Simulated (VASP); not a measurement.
# Cl (Cmce) in VASP: dielectric tensor with PBE

Aim: the dielectric tensor of Cl with PBE.

Everything below comes from runs of VASP 6.6.1. Logs are shortened: lines on timing, memory, paths and dates and some standing lists are left out, and cuts for length are marked.

## 1. The cell of the first run

Symmetry: Cmce, No. 64, orthorhombic system. Conventional cell: a = 6.250 Å, b = 4.014 Å, c = 8.147 Å, α = 90.00°, β = 90.00°, γ = 90.00°. Within 2.7 Å of Cl (site symmetry m) lie 1 Cl at 2.02 Å.

## 2. Dielectric tensor, PBE

File INCAR:

```
SYSTEM = Cl
PREC     = Accurate       ! precision mode
ENCUT    = 520            ! plane-wave cutoff, eV
EDIFF    = 1E-8           ! SCF threshold, eV
ISMEAR   = 0              ! smearing method
SIGMA    = 0.01           ! smearing width, eV
LREAL    = .FALSE.        ! projectors in reciprocal space
LASPH    = .TRUE.         ! aspherical terms in the spheres
NELM     = 100            ! most SCF steps
ALGO     = Normal         ! electronic algorithm
ISIF     = 2              ! what is computed and relaxed
LWAVE    = .FALSE.        ! write WAVECAR
LCHARG   = .FALSE.        ! write CHGCAR
GGA      = PE             ! functional
LEPSILON = .TRUE.         ! dielectric tensor by DFPT
```

File KPOINTS:

```
regular mesh
0
G
  6 6 4
  0 0 0
```

File POSCAR:

```
Cl
1.0
    3.1252368015     -2.0072452613      0.0000000000
    3.1252368015      2.0072452613      0.0000000000
    0.0000000000      0.0000000000      8.1465599039
Cl
4
Direct
    0.8756350160      0.1243649840      0.6074783242
    0.1243649840      0.8756350160      0.3925216758
    0.6243649840      0.3756350160      0.1074783242
    0.3756350160      0.6243649840      0.8925216758
```

Potentials or basis: VASP PAW PBE potentials, release 64 (Cl).

The run is started by

```bash
> cat potpaw_PBE.64/Cl/POTCAR > POTCAR
> mpirun -np 1 vasp_std > vasp.out
```

OUTCAR:

```text
SYSTEM = Cl
   PREC = Accurate
   ENCUT = 520
   EDIFF = 1E-8
   ISMEAR = 0
   LREAL = .FALSE.
   LASPH = .TRUE.
   NELM = 100
   ISIF = 2
   GGA = PE
   LEPSILON = .TRUE.

 ion  position               nearest neighbor table
   1  0.876  0.124  0.607-   2 2.02
   2  0.124  0.876  0.393-   1 2.02
   3  0.624  0.376  0.107-   4 2.02
   4  0.376  0.624  0.893-   3 2.02

  LATTYP: Found a base centered orthorhombic cell.
 ALAT       =     4.0144905226
 B/A-ratio  =     1.5569780444
 C/A-ratio  =     2.0292886128

  Lattice vectors:

 A1 = (  -3.1252368015,  -2.0072452613,   0.0000000000)
 A2 = (   3.1252368015,  -2.0072452613,   0.0000000000)
 A3 = (   0.0000000000,   0.0000000000,   8.1465599039)

Analysis of symmetry for initial positions (statically):
=====================================================================
 Subroutine PRICEL returns:
 Original cell was already a primitive cell.

 Routine SETGRP: Setting up the symmetry group for a
 base centered orthorhombic supercell.

 Subroutine GETGRP returns: Found  8 space group operations
 (whereof  4 operations were pure point group operations)
 out of a pool of  8 trial point group operations.

The static configuration has the point symmetry C_2h.
 The point group associated with its full space group is D_2h.

Analysis of symmetry for dynamics (positions and initial velocities):
=====================================================================
 Subroutine PRICEL returns:
 Original cell was already a primitive cell.

 Routine SETGRP: Setting up the symmetry group for a
 base centered orthorhombic supercell.

 Subroutine GETGRP returns: Found  8 space group operations
 (whereof  4 operations were pure point group operations)
 out of a pool of  8 trial point group operations.

The dynamic configuration has the point symmetry C_2h.
 The point group associated with its full space group is D_2h.

 Subroutine INISYM returns: Found  8 space group operations
 (whereof  4 operations are pure point group operations),
 and found     1 'primitive' translations

----------------------------------------------------------------------------------------

                                     Primitive cell

  volume of cell :     102.2086

  direct lattice vectors                    reciprocal lattice vectors
     3.125236801 -2.007245261  0.000000000     0.159987877 -0.249097611  0.000000000
     3.125236801  2.007245261  0.000000000     0.159987877  0.249097611  0.000000000
     0.000000000  0.000000000  8.146559904     0.000000000  0.000000000  0.122751199

  length of vectors
     3.714315361  3.714315361  8.146559904     0.296050233  0.296050233  0.122751199

  position of ions in fractional coordinates (direct lattice)
     0.875635016  0.124364984  0.607478324
     0.124364984  0.875635016  0.392521676
     0.624364984  0.375635016  0.107478324
     0.375635016  0.624364984  0.892521676

  ion indices of the primitive-cell ions
   primitive index   ion index
                 1           1
                 2           2
                 3           3
                 4           4

----------------------------------------------------------------------------------------

 KPOINTS: regular mesh

Automatic generation of k-mesh.
 Grid dimensions read from file:
 generate k-points for:    6    6    4

 Generating k-lattice:

  Cartesian coordinates                     Fractional coordinates (reciprocal lattice)
     0.026664646 -0.041516269  0.000000000     0.166666667 -0.000000000  0.000000000
     0.026664646  0.041516269  0.000000000    -0.000000000  0.166666667  0.000000000
     0.000000000  0.000000000  0.030687800     0.000000000  0.000000000  0.250000000

  Length of vectors
     0.049341706  0.049341706  0.030687800

  Shift w.r.t. Gamma in fractional coordinates (k-lattice)
     0.000000000  0.000000000  0.000000000

 Subroutine IBZKPT returns following result:
 ===========================================

 Found     39 irreducible k-points:

 Following reciprocal coordinates:
            Coordinates               Weight
  0.000000  0.000000  0.000000      1.000000
  0.166667  0.000000  0.000000      4.000000
  0.333333 -0.000000  0.000000      4.000000
[... 40 lines left out ...]
   EDIFF  = 0.1E-07   stopping-criterion for ELM
   LREAL  =      F    real-space projection
   EDIFFG = 0.1E-06   stopping-criterion for IOM
   NSW    =      0    number of steps for IOM
   IBRION =     -1    ionic relax: 0-MD 1-quasi-New 2-CG
   NFREE  =      0    steps in history (QN), initial steepest desc. (CG)
   ISIF   =      2    stress and relaxation
   ISYM   =      2    0-nonsym 1-usesym 2-fastsym
   POTIM  = 0.5000    time-step for ionic-motion
   TEBEG  =    0.0;   TEEND  =   0.0 temperature during run
   PSTRESS=    0.0 pullay stress
   NELECT =      28.0000    total number of electrons
   NUPDOWN=      -1.0000    fix difference up-down
   EMIN   =  10.00;   EMAX   =-10.00  energy-range for DOS
   EFERMI =   0.00;   METHOD = LEGACY
   ISMEAR =     0;   SIGMA  =   0.01  broadening in eV -4-tet -1-fermi 0-gaus
   EFERMI_NEDOS =   21; number of points for ismear=-14 and -15
   IALGO  =     38    algorithm
   IMIX   =      4    mixing-type and parameters
     AMIX     =   0.40;   BMIX     =  1.00
     AMIX_MAG =   1.60;   BMIX_MAG =  1.00
  volume/ion in A,a.u.               =      25.55       172.43
  Fermi-wavevector in a.u.,A,eV,Ry     =   1.063241  2.009234 15.381128  1.130481
  Thomas-Fermi vector in A             =   2.198719
   LORBIT       =      0    0 simple, 1 ext, 2 COOP (PROOUT), +10 PAW based schemes
   GGA     = PE    functional components
   LHFCALC =     F    Hartree Fock is set to
   AEXX    =    0.0000 exact exchange contribution
   IVDW    =     0    specifies the selected vdW correction
   LEPSILON=     T    determine dielectric tensor
   LRPA    =     F    only Hartree local field effects (RPA)
 non-spin polarized calculation
 Gauss-broadening in eV      SIGMA  =   0.01
  energy-cutoff  :      520.00
  volume of cell :      102.21
 maximum number of plane-waves:      2786
   NGX = 13   NGY = 13   NGZ = 31

--------------------------------------- Ionic step        1  -------------------------------------------

 number of electron      28.0000005 magnetization

 E-fermi :   0.5855     XC(G=0):  -8.3358

 val. band max:        0.4679777824   @ k =   0.0000   0.0000   0.0000
 cond. band min:       2.7170390675   @ k =   0.0000   0.0000   0.0000
 fundamental gap:      2.2490612851
 Fermi energy:         0.5855057967

 k-point     1 :       0.0000    0.0000    0.0000
  band No.  band energies     occupation
      1     -16.4603      2.00000
      2     -16.1081      2.00000
      3     -12.6448      2.00000
      4     -11.6554      2.00000
      5      -5.3780      2.00000
      6      -3.8963      2.00000
[... 481 lines left out ...]
      5      -4.9986      2.00000
      6      -4.3657      2.00000
[... 10 lines left out ...]
     17       9.1741      0.00000
     18       9.6586      0.00000

 [... further k-points ...]

  FORCE on cell =-STRESS in cart. coord.  units (eV):
  Direction    XX          YY          ZZ          XY          YZ          ZX
  --------------------------------------------------------------------------------------
  -------------------------------------------------------------------------------------
  Total        1.4033949      1.1518174      0.9312890      0.0000000      0.0000000      0.0000000
  in kB       21.9989958     18.0553777     14.5984730      0.0000000      0.0000000      0.0000000
  external PRESSURE =      18.2176155 kB  Pullay stress =       0.0000000 kB

 VOLUME and BASIS-vectors are now :
 -----------------------------------------------------------------------------
  energy-cutoff  :      520.00
  volume of cell :      102.21
      direct lattice vectors                 reciprocal lattice vectors
     3.125236801 -2.007245261  0.000000000     0.159987877 -0.249097611  0.000000000
     3.125236801  2.007245261  0.000000000     0.159987877  0.249097611  0.000000000
     0.000000000  0.000000000  8.146559904     0.000000000  0.000000000  0.122751199

 POSITION                                       TOTAL-FORCE (eV/Angst)
 -----------------------------------------------------------------------------------
      3.12524     -1.50798      4.94886         0.000000     -0.006609      0.038611
      3.12524      1.50798      3.19770         0.000000      0.006609     -0.038611
      3.12524     -0.49926      0.87558         0.000000      0.006609      0.038611
      3.12524      0.49926      7.27098         0.000000     -0.006609     -0.038611
 -----------------------------------------------------------------------------------
    total drift:                               -0.000000      0.000000      0.000000

  FREE ENERGIE OF THE ION-ELECTRON SYSTEM (eV)
  ---------------------------------------------------
  free  energy   TOTEN  =        -7.2390354198 eV

  energy  without entropy=       -7.2390354198  energy(sigma->0) =       -7.23903542

 HEAD OF MICROSCOPIC STATIC DIELECTRIC TENSOR (INDEPENDENT PARTICLE, excluding Hartree and local field effects)
 ------------------------------------------------------
           2.699496     0.000000     0.000000
           0.000000     4.385408     0.000000
           0.000000     0.000000     6.921893
 ------------------------------------------------------

 Free energy of the ion-electron system (eV)
  ---------------------------------------------------
  ---------------------------------------------------
  free energy    TOTEN  =        -0.44200114 eV

  energy without entropy =       -0.44200114

------------------------ aborting loop because EDIFF is reached ----------------------------------------

--------------------------------------- Ionic step        2  -------------------------------------------

------------------------ aborting loop because EDIFF is reached ----------------------------------------

--------------------------------------- Ionic step        3  -------------------------------------------

 Free energy of the ion-electron system (eV)
  ---------------------------------------------------
  ---------------------------------------------------
  free energy    TOTEN  =        -1.55450266 eV

  energy without entropy =       -1.55450266

------------------------ aborting loop because EDIFF is reached ----------------------------------------

 PIEZOELECTRIC TENSOR FIELD DIRECTION 3  (e Angst)
 -----------------------------------------------------------------------------
    -0.00003  0.00000  0.00000           (  0.00000  0.00000  0.00000)
     0.00000  0.00365  0.00000           (  0.00000  0.00000  0.00000)
     0.00000  0.00000 -0.00106           (  0.00000  0.00000  0.00000)

 PIEZOELECTRIC TENSOR FIELD DIRECTION 3  (C/m^2)
 -----------------------------------------------------------------------------
    -0.00000  0.00000  0.00000
     0.00000  0.00057  0.00000
     0.00000  0.00000 -0.00017

 MACROSCOPIC STATIC DIELECTRIC TENSOR (including local field effects in DFT)
 ------------------------------------------------------
           2.395167     0.000000     0.000000
           0.000000     3.643010     0.000000
           0.000000    -0.000000     6.108375
 ------------------------------------------------------

 PIEZOELECTRIC TENSOR (including local field effects)  for field in x, y, z        (e  Angst)
          XX          YY          ZZ          XY          YZ          ZX
  --------------------------------------------------------------------------------
  x     0.00000     0.00000     0.00000     0.00000     0.00000     0.00000
  y     0.00000     0.00000     0.00000     0.00000     0.00000     0.00000
  z     0.00000     0.00000     0.00000     0.00000     0.00000     0.00000

 PIEZOELECTRIC TENSOR (including local field effects)  for field in x, y, z        (C/m^2)
          XX          YY          ZZ          XY          YZ          ZX
  --------------------------------------------------------------------------------
  x     0.00000     0.00000     0.00000     0.00000     0.00000     0.00000
  y     0.00000     0.00000     0.00000     0.00000     0.00000     0.00000
  z     0.00000     0.00000     0.00000     0.00000     0.00000     0.00000

 BORN EFFECTIVE CHARGES (including local field effects) (in |e|, cummulative output)
 ---------------------------------------------------------------------------------
 ion    1
    1     0.00000     0.00000     0.00000
    2     0.00000     0.00000     0.43899
    3     0.00000     0.68605     0.00000
 ion    2
    1     0.00000     0.00000     0.00000
    2     0.00000     0.00000     0.43899
    3     0.00000     0.68605     0.00000
 ion    3
    1     0.00000     0.00000     0.00000
    2     0.00000     0.00000    -0.43899
    3     0.00000    -0.68605     0.00000
 ion    4
    1     0.00000     0.00000     0.00000
    2     0.00000     0.00000    -0.43899
    3     0.00000    -0.68605     0.00000
```

It took 4.1 min on 1 thread of Intel Xeon 6975P-C (Granite Rapids), shared host; peak memory 0.34 GiB.

Results:

```yaml
Band_gap_on_the_k_mesh: 2.25 eV
Electronic_dielectric_tensor_diagonal: 2.40, 3.64, 6.11
Born_charges_mean_of_the_diagonal: Cl +0.00 e
```

Levels at points of the mesh, in eV from the valence-band top:
| k point | band 12 | band 13 | band 14 | band 15 | band 16 | band 17 |
| --- | --- | --- | --- | --- | --- | --- |
| (0.00, 0.00, 0.00) | -0.44 | -0.11 | 0.00 | 2.25 | 3.22 | 7.06 |
| (0.50, 0.00, 0.00) | -0.99 | -0.31 | -0.31 | 2.99 | 2.99 | 8.03 |
| (0.50, 0.50, 0.00) | -1.21 | -0.51 | -0.27 | 2.33 | 2.97 | 8.29 |
| (0.00, 0.00, 0.50) | -0.86 | -0.05 | -0.05 | 2.67 | 2.67 | 7.44 |
| (0.50, 0.00, 0.50) | -0.70 | -0.08 | -0.08 | 2.66 | 2.66 | 8.33 |
| (0.50, 0.50, 0.50) | -0.99 | -0.90 | -0.90 | 2.59 | 2.59 | 8.91 |

Electronic dielectric tensor:
```
2.40 0.00 0.00
0.00 3.64 0.00
0.00 0.00 6.11
```

Born effective charge tensors (e):
atom 1, Cl
```
0.00 0.00 0.00
0.00 0.00 0.44
0.00 0.69 0.00
```
atom 2, Cl
```
0.00 0.00 0.00
0.00 0.00 0.44
0.00 0.69 0.00
```
atom 3, Cl
```
 0.00  0.00  0.00
 0.00  0.00 -0.44
 0.00 -0.69  0.00
```
atom 4, Cl
```
 0.00  0.00  0.00
 0.00  0.00 -0.44
 0.00 -0.69  0.00
```

Caveat: this functional lacks dispersion, which holds the molecules together, so the pressure and a relaxed volume are unreliable. A k mesh can miss the band edges.
